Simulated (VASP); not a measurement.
# GaSb (F-43m) in VASP: notebook

The runs below take GaSb through electric field gradients, density of states, with PBE.

All numbers are computed with VASP 6.6.1; they aren't measurements. Logs are shortened: lines on timing, memory, paths and dates and some standing lists are left out, and cuts for length are marked.

**1. The cell of the first run**

The structure is cubic, space group F-43m (No. 216). Conventional cell: a = 6.159 Å, b = 6.159 Å, c = 6.159 Å, α = 90.00°, β = 90.00°, γ = 90.00°. Within 3.5 Å of Ga (site symmetry -43m) lie 4 Sb at 2.67 Å. Within 3.5 Å of Sb (site symmetry -43m) lie 4 Ga at 2.67 Å.

**2. Electric field gradients, PBE (volume scaled by 1.02)**

The input, INCAR:

```
PREC = Accurate
ENCUT = 520
EDIFF = 1E-8
ISMEAR = -1
SIGMA = 0.08
LREAL = F
LASPH = T
NELM = 60
ALGO = Normal
ISIF = 2
LWAVE = F
LCHARG = F
GGA = PE
LEFG = T
NBANDS = 16
```

The input, KPOINTS:

```
regular mesh
0
Gamma
  12 12 12
```

The input, POSCAR:

```
GaSb
1.0
    0.0000000000      3.0792588685      3.0792588685
    3.0792588685      0.0000000000      3.0792588685
    3.0792588685      3.0792588685      0.0000000000
Ga Sb
1 1
Direct
    0.0000000000      0.0000000000      0.0000000000
    0.7500000000      0.7500000000      0.7500000000
```

Potentials or basis: VASP PAW PBE potentials, release 64 (Ga_d, Sb).

On the command line:

```console
> cat potpaw_PBE.64/Ga_d/POTCAR potpaw_PBE.64/Sb/POTCAR > POTCAR
> mpirun -np 1 vasp_std > vasp.out
```

OUTCAR:

```text
PREC = Accurate
   ENCUT = 520
   EDIFF = 1E-8
   ISMEAR = -1
   LREAL = F
   LASPH = T
   NELM = 60
   ISIF = 2
   GGA = PE

 ion  position               nearest neighbor table
   1  0.000  0.000  0.000-   2 2.67   2 2.67   2 2.67   2 2.67
   2  0.750  0.750  0.750-   1 2.67   1 2.67   1 2.67   1 2.67

  LATTYP: Found a face centered cubic cell.
 ALAT       =     6.1585177370

  Lattice vectors:

 A1 = (   0.0000000000,   3.0792588685,   3.0792588685)
 A2 = (   3.0792588685,   0.0000000000,   3.0792588685)
 A3 = (   3.0792588685,   3.0792588685,   0.0000000000)

Analysis of symmetry for initial positions (statically):
=====================================================================
 Subroutine PRICEL returns:
 Original cell was already a primitive cell.

 Routine SETGRP: Setting up the symmetry group for a
 face centered cubic supercell.

 Subroutine GETGRP returns: Found 24 space group operations
 (whereof 24 operations were pure point group operations)
 out of a pool of 48 trial point group operations.

The static configuration has the point symmetry T_d .

Analysis of symmetry for dynamics (positions and initial velocities):
=====================================================================
 Subroutine PRICEL returns:
 Original cell was already a primitive cell.

 Routine SETGRP: Setting up the symmetry group for a
 face centered cubic supercell.

 Subroutine GETGRP returns: Found 24 space group operations
 (whereof 24 operations were pure point group operations)
 out of a pool of 48 trial point group operations.

The dynamic configuration has the point symmetry T_d .

 Subroutine INISYM returns: Found 24 space group operations
 (whereof 24 operations are pure point group operations),
 and found     1 'primitive' translations

----------------------------------------------------------------------------------------

                                     Primitive cell

  volume of cell :      58.3941

  direct lattice vectors                    reciprocal lattice vectors
     0.000000000  3.079258869  3.079258869    -0.162376735  0.162376735  0.162376735
     3.079258869  0.000000000  3.079258869     0.162376735 -0.162376735  0.162376735
     3.079258869  3.079258869  0.000000000     0.162376735  0.162376735 -0.162376735

  length of vectors
     4.354729654  4.354729654  4.354729654     0.281244754  0.281244754  0.281244754

  position of ions in fractional coordinates (direct lattice)
     0.000000000  0.000000000  0.000000000
     0.750000000  0.750000000  0.750000000

  ion indices of the primitive-cell ions
   primitive index   ion index
                 1           1
                 2           2

----------------------------------------------------------------------------------------

 KPOINTS: regular mesh

Automatic generation of k-mesh.
 Grid dimensions read from file:
 generate k-points for:   12   12   12

 Generating k-lattice:

  Cartesian coordinates                     Fractional coordinates (reciprocal lattice)
    -0.013531395  0.013531395  0.013531395     0.083333333  0.000000000  0.000000000
     0.013531395 -0.013531395  0.013531395     0.000000000  0.083333333  0.000000000
     0.013531395  0.013531395 -0.013531395     0.000000000  0.000000000  0.083333333

  Length of vectors
     0.023437063  0.023437063  0.023437063

  Shift w.r.t. Gamma in fractional coordinates (k-lattice)
     0.000000000  0.000000000  0.000000000

 Subroutine IBZKPT returns following result:
 ===========================================

 Found     72 irreducible k-points:

 Following reciprocal coordinates:
            Coordinates               Weight
  0.000000  0.000000  0.000000      1.000000
  0.083333  0.000000  0.000000      8.000000
  0.166667  0.000000  0.000000      8.000000
  0.250000  0.000000  0.000000      8.000000
  0.333333  0.000000  0.000000      8.000000
  0.416667  0.000000  0.000000      8.000000
[... 16 lines left out ...]
  0.500000  0.166667  0.000000     24.000000
 -0.416667  0.166667  0.000000     24.000000
 [... further k-points ...]
   k-points           NKPTS =     72   k-points in BZ     NKDIM =     72   number of bands    NBANDS=     16
   number of dos      NEDOS =    301   number of ions     NIONS =      2
   total plane-waves  NPLWV =  32768
   dimension x,y,z NGX =    32 NGY =   32 NGZ =   32
   dimension x,y,z NGXF=    64 NGYF=   64 NGZF=   64
   ions per type =               1   1
   NGX,Y,Z   is equivalent  to a cutoff of  12.22, 12.22, 12.22 a.u.
   NGXF,Y,Z  is equivalent  to a cutoff of  24.43, 24.43, 24.43 a.u.
 SYSTEM =  unknown system
   PREC   = accura    normal or accurate (medium, high low for compatibility)
   ISTART =      0    job   : 0-new  1-cont  2-samecut
   ICHARG =      2    charge: 1-file 2-atom 10-const
   ISPIN  =      1    spin polarized calculation?
   LNONCOLLINEAR =      F non collinear calculations
   LSORBIT =      F    spin-orbit coupling
   LASPH  =      T    aspherical Exc in radial PAW
   ENCUT  =  520.0 eV  38.22 Ry    6.18 a.u.   8.10  8.10  8.10*2*pi/ulx,y,z
   NELM   =     60;   NELMIN=  2; NELMDL= -5     # of ELM steps
   EDIFF  = 0.1E-07   stopping-criterion for ELM
   LREAL  =      F    real-space projection
   EDIFFG = 0.1E-06   stopping-criterion for IOM
   NSW    =      0    number of steps for IOM
   IBRION =     -1    ionic relax: 0-MD 1-quasi-New 2-CG
   NFREE  =      0    steps in history (QN), initial steepest desc. (CG)
   ISIF   =      2    stress and relaxation
   ISYM   =      2    0-nonsym 1-usesym 2-fastsym
   POTIM  = 0.5000    time-step for ionic-motion
   TEBEG  =    0.0;   TEEND  =   0.0 temperature during run
   PSTRESS=    0.0 pullay stress
   NELECT =      18.0000    total number of electrons
   NUPDOWN=      -1.0000    fix difference up-down
   EMIN   =  10.00;   EMAX   =-10.00  energy-range for DOS
   EFERMI =   0.00;   METHOD = LEGACY
   ISMEAR =    -1;   SIGMA  =   0.08  broadening in eV -4-tet -1-fermi 0-gaus
   EFERMI_NEDOS =   21; number of points for ismear=-14 and -15
   IALGO  =     38    algorithm
   IMIX   =      4    mixing-type and parameters
     AMIX     =   0.40;   BMIX     =  1.00
     AMIX_MAG =   1.60;   BMIX_MAG =  1.00
  volume/ion in A,a.u.               =      29.20       197.03
  Fermi-wavevector in a.u.,A,eV,Ry     =   1.105884  2.089817 16.639637  1.222979
  Thomas-Fermi vector in A             =   2.242377
   LORBIT       =      0    0 simple, 1 ext, 2 COOP (PROOUT), +10 PAW based schemes
   GGA     = PE    functional components
   LHFCALC =     F    Hartree Fock is set to
   AEXX    =    0.0000 exact exchange contribution
   IVDW    =     0    specifies the selected vdW correction
   LEPSILON=     F    determine dielectric tensor
   LRPA    =     F    only Hartree local field effects (RPA)
 non-spin polarized calculation
  energy-cutoff  :      520.00
  volume of cell :       58.39
 maximum number of plane-waves:      1592
   NGX = 17   NGY = 17   NGZ = 17

 number of electron      17.9999997 magnetization

 Free energy of the ion-electron system (eV)
  ---------------------------------------------------
  ext. energy  EPLUGINS =         0.00000000
  ---------------------------------------------------
  free energy    TOTEN  =        -7.36646219 eV

  energy without entropy =       -7.36562812  energy(sigma->0) =       -7.36604515

 E-fermi :   4.8123     XC(G=0):  -9.0035

 val. band max:        4.6683906524   @ k =   0.0000   0.0000   0.0000
 cond. band min:       5.0319835198   @ k =   0.5000   0.0000   0.0000
 fundamental gap:      0.3635928674
 Fermi energy:         4.8123392581

 k-point     1 :       0.0000    0.0000    0.0000
  band No.  band energies     occupation
      1     -10.3259      2.00000
      2     -10.3259      2.00000
      3     -10.3259      2.00000
      4     -10.2792      2.00000
      5     -10.2792      2.00000
      6      -6.6719      2.00000
[... 8 lines left out ...]
     15      13.2233      0.00000
     16      13.2233      0.00000

 k-point     2 :       0.0833    0.0000    0.0000
  band No.  band energies     occupation
      1     -10.3277      2.00000
      2     -10.3252      2.00000
      3     -10.3252      2.00000
      4     -10.2793      2.00000
      5     -10.2793      2.00000
      6      -6.6021      2.00000
[... 8 lines left out ...]
     15      12.7262      0.00000
     16      12.7262      0.00000
[... 387 lines left out ...]
      5     -10.2783      2.00000
      6      -4.9660      2.00000
[... 8 lines left out ...]
     15      14.3577      0.00000
     16      14.5417      0.00000

 k-point    24 :      -0.4167    0.1667    0.0000
  band No.  band energies     occupation
      1     -10.3541      2.00000
      2     -10.3138      2.00000
      3     -10.3130      2.00000
      4     -10.2806      2.00000
      5     -10.2792      2.00000
      6      -4.9111      2.00000
[... 8 lines left out ...]
     15      13.3126      0.00000
     16      13.7657      0.00000

 [... further k-points ...]
[... 5 lines left out ...]
  --------------------------------------------------------------------------------------
  -------------------------------------------------------------------------------------
  Total        0.4971183      0.4971183      0.4971183      0.0000000      0.0000000      0.0000000
  in kB       13.6396022     13.6396022     13.6396022      0.0000000      0.0000000      0.0000000
  external PRESSURE =      13.6396022 kB  Pullay stress =       0.0000000 kB

 VOLUME and BASIS-vectors are now :
 -----------------------------------------------------------------------------
  energy-cutoff  :      520.00
  volume of cell :       58.39
      direct lattice vectors                 reciprocal lattice vectors
     0.000000000  3.079258869  3.079258869    -0.162376735  0.162376735  0.162376735
     3.079258869  0.000000000  3.079258869     0.162376735 -0.162376735  0.162376735
     3.079258869  3.079258869  0.000000000     0.162376735  0.162376735 -0.162376735

 POSITION                                       TOTAL-FORCE (eV/Angst)
 -----------------------------------------------------------------------------------
      0.00000      0.00000      0.00000        -0.000000     -0.000000     -0.000000
      4.61889      4.61889      4.61889         0.000000      0.000000      0.000000
 -----------------------------------------------------------------------------------
    total drift:                               -0.000002     -0.000002     -0.000002

  FREE ENERGIE OF THE ION-ELECTRON SYSTEM (eV)
  ---------------------------------------------------
  free  energy   TOTEN  =        -7.3664621857 eV

  energy  without entropy=       -7.3656281227  energy(sigma->0) =       -7.36604515

 Electric field gradients (V/A^2)
---------------------------------------------------------------------
 ion       V_xx      V_yy      V_zz      V_xy      V_xz      V_yz
---------------------------------------------------------------------
   1      -0.000     0.000    -0.000     0.000     0.000     0.000
   2       0.000     0.000     0.000     0.000     0.000     0.000
---------------------------------------------------------------------

 Electric field gradients after diagonalization (V/A^2)
 (convention: |V_zz| > |V_xx| > |V_yy|)
----------------------------------------------------------------------
 ion       V_xx      V_yy      V_zz     asymmetry (V_yy - V_xx)/ V_zz
----------------------------------------------------------------------
   1      -0.000    -0.000     0.000       0.000
   2      -0.000    -0.000     0.000       0.000
----------------------------------------------------------------------

           NMR quadrupolar parameters

 Cq : quadrupolar parameter    Cq=e*Q*V_zz/h
 eta: asymmetry parameters     (V_yy - V_xx)/ V_zz
 Q  : nuclear electric quadrupole moment in mb (millibarn)
----------------------------------------------------------------------
 ion       Cq(MHz)       eta       Q (mb)
----------------------------------------------------------------------
   1       0.000       0.000       1.000
   2       0.000       0.000       1.000
----------------------------------------------------------------------
```

It took 25 s on 1 thread of Intel Xeon 6975P-C (Granite Rapids), shared host; peak memory 0.21 GiB.

What came out:

```
Free energy            : -7.3665 eV
Pressure               : 1.4 GPa
Band gap on the k mesh : zero (filled and empty bands touch)
```

Levels at points of the mesh, in eV from the Fermi level:
| k point | band 5 | band 6 | band 7 | band 8 | band 9 | band 10 | band 11 | band 12 | band 13 | band 14 |
| --- | --- | --- | --- | --- | --- | --- | --- | --- | --- | --- |
| (0.00, 0.00, 0.00) | -15.09 | -11.48 | -0.25 | -0.14 | -0.14 | -0.14 | 2.64 | 2.64 | 2.64 | 5.64 |
| (0.50, 0.00, 0.00) | -15.09 | -9.91 | -6.41 | -1.27 | -1.27 | 0.22 | 3.60 | 3.60 | 6.34 | 9.09 |
| (0.50, 0.50, 0.00) | -15.09 | -9.11 | -6.87 | -2.65 | -2.65 | 0.78 | 1.15 | 8.41 | 8.41 | 9.75 |

Caveat: without QUAD_EFG the Cq values of the log hold for a quadrupole moment of 1 mb, not for the nuclei; spin-orbit coupling is left out, which moves the levels of the heavy elements.

**3. Electric field gradients, PBE (volume scaled by 1.04)**

The input, INCAR:

```
SYSTEM = GaSb
PREC = Accurate ; ENCUT = 520
EDIFF = 1E-8 ; ISMEAR = -1
SIGMA = 0.08 ; LREAL = .False.
LASPH = .True. ; NELM = 80
ALGO = Normal ; ISIF = 2
LWAVE = .False. ; LCHARG = .False.
GGA = PE ; LEFG = .True.
NBANDS = 16
```

The input, KPOINTS:

```
regular mesh
0
Gamma
  12 12 12
  0 0 0
```

The input, POSCAR:

```
GaSb
1.0
    0.0000000000      3.0992546163      3.0992546163
    3.0992546163      0.0000000000      3.0992546163
    3.0992546163      3.0992546163      0.0000000000
Ga Sb
1 1
Direct
    0.0000000000      0.0000000000      0.0000000000
    0.7500000000      0.7500000000      0.7500000000
```

Potentials or basis: VASP PAW PBE potentials, release 64 (Ga_d, Sb).

On the command line:

```console
> cat potpaw_PBE.64/Ga_d/POTCAR potpaw_PBE.64/Sb/POTCAR > POTCAR
> mpirun -np 1 vasp_std > vasp.out
```

OUTCAR:

```text
SYSTEM = GaSb
   PREC = Accurate
   ENCUT = 520
   EDIFF = 1E-8
   ISMEAR = -1
   LREAL = .False.
   LASPH = .True.
   NELM = 80
   ISIF = 2
   GGA = PE

 ion  position               nearest neighbor table
   1  0.000  0.000  0.000-   2 2.68   2 2.68   2 2.68   2 2.68
   2  0.750  0.750  0.750-   1 2.68   1 2.68   1 2.68   1 2.68

  LATTYP: Found a face centered cubic cell.
 ALAT       =     6.1985092326

  Lattice vectors:

 A1 = (   0.0000000000,   3.0992546163,   3.0992546163)
 A2 = (   3.0992546163,   0.0000000000,   3.0992546163)
[... 668 lines left out ...]
  ---------------------------------------------------
  free  energy   TOTEN  =        -7.3727243621 eV

  energy  without entropy=       -7.3717501966  energy(sigma->0) =       -7.37223728

 Electric field gradients (V/A^2)
---------------------------------------------------------------------
 ion       V_xx      V_yy      V_zz      V_xy      V_xz      V_yz
---------------------------------------------------------------------
   1       0.000     0.000     0.000     0.002     0.002     0.002
   2       0.000     0.000    -0.000     0.000     0.000     0.000
---------------------------------------------------------------------

 Electric field gradients after diagonalization (V/A^2)
 (convention: |V_zz| > |V_xx| > |V_yy|)
----------------------------------------------------------------------
 ion       V_xx      V_yy      V_zz     asymmetry (V_yy - V_xx)/ V_zz
----------------------------------------------------------------------
   1      -0.002    -0.002     0.003       0.000
   2      -0.000    -0.000     0.000       0.000
----------------------------------------------------------------------

           NMR quadrupolar parameters

 Cq : quadrupolar parameter    Cq=e*Q*V_zz/h
 eta: asymmetry parameters     (V_yy - V_xx)/ V_zz
 Q  : nuclear electric quadrupole moment in mb (millibarn)
----------------------------------------------------------------------
 ion       Cq(MHz)       eta       Q (mb)
----------------------------------------------------------------------
   1       0.000       0.000       1.000
   2       0.000       0.000       1.000
----------------------------------------------------------------------
```

OSZICAR:

```text
N       E                     dE             d eps       ncg     rms          rms(c)
DAV:   1     0.824971986284E+02    0.82497E+02   -0.85144E+03  2328   0.136E+03
DAV:   2    -0.861779535524E+00   -0.83359E+02   -0.80276E+02  2672   0.299E+02
DAV:   3    -0.730658137141E+01   -0.64448E+01   -0.64294E+01  2840   0.658E+01
DAV:   4    -0.741854224823E+01   -0.11196E+00   -0.11195E+00  2864   0.965E+00
DAV:   5    -0.742125014102E+01   -0.27079E-02   -0.27078E-02  2920   0.132E+00    0.303E+00
DAV:   6    -0.738223068632E+01    0.39019E-01   -0.61422E-02  3376   0.377E+00    0.180E+00
DAV:   7    -0.737123169312E+01    0.10999E-01   -0.34187E-02  2616   0.149E+00    0.339E-01
DAV:   8    -0.737218666467E+01   -0.95497E-03   -0.42392E-03  3096   0.729E-01    0.734E-02
DAV:   9    -0.737266235663E+01   -0.47569E-03   -0.63647E-04  2664   0.196E-01    0.303E-02
DAV:  10    -0.737270842989E+01   -0.46073E-04   -0.49803E-05  2992   0.411E-02    0.875E-03
DAV:  11    -0.737272349698E+01   -0.15067E-04   -0.21846E-05  2608   0.320E-02    0.561E-03
DAV:  12    -0.737272451026E+01   -0.10133E-05   -0.17099E-06  3024   0.798E-03    0.119E-03
DAV:  13    -0.737272431178E+01    0.19848E-06   -0.76653E-08  2648   0.301E-03    0.159E-04
DAV:  14    -0.737272435185E+01   -0.40069E-07   -0.14004E-08  2840   0.850E-04    0.571E-05
DAV:  15    -0.737272436251E+01   -0.10655E-07   -0.50958E-10  1880   0.185E-04    0.164E-05
DAV:  16    -0.737272436205E+01    0.45657E-09   -0.10313E-10  1416   0.931E-05
   1 F= -.73727244E+01 E0= -.73722373E+01  d E =-.974165E-03
```

It took 48 s on 1 thread of Intel Xeon 6975P-C (Granite Rapids), shared host; peak memory 0.24 GiB.

What came out:

```yaml
Free_energy: -7.3727 eV
Pressure: 0.4 GPa
Band_gap_on_the_k_mesh: zero (filled and empty bands touch)
```

Levels at points of the mesh, in eV from the Fermi level:
```csv
k point,band 5,band 6,band 7,band 8,band 9,band 10,band 11,band 12,band 13,band 14
"(0.00, 0.00, 0.00)",-15.05,-11.34,-0.37,-0.13,-0.13,-0.13,2.65,2.65,2.65,5.64
"(0.50, 0.00, 0.00)",-15.05,-9.82,-6.31,-1.23,-1.23,0.19,3.61,3.61,6.36,8.97
"(0.50, 0.50, 0.00)",-15.05,-9.05,-6.77,-2.57,-2.57,0.81,1.19,8.30,8.30,9.60
```

Caveat: without QUAD_EFG the Cq values of the log hold for a quadrupole moment of 1 mb, not for the nuclei; spin-orbit coupling is left out, which moves the levels of the heavy elements.

(Part 1 of 2 ends here.)
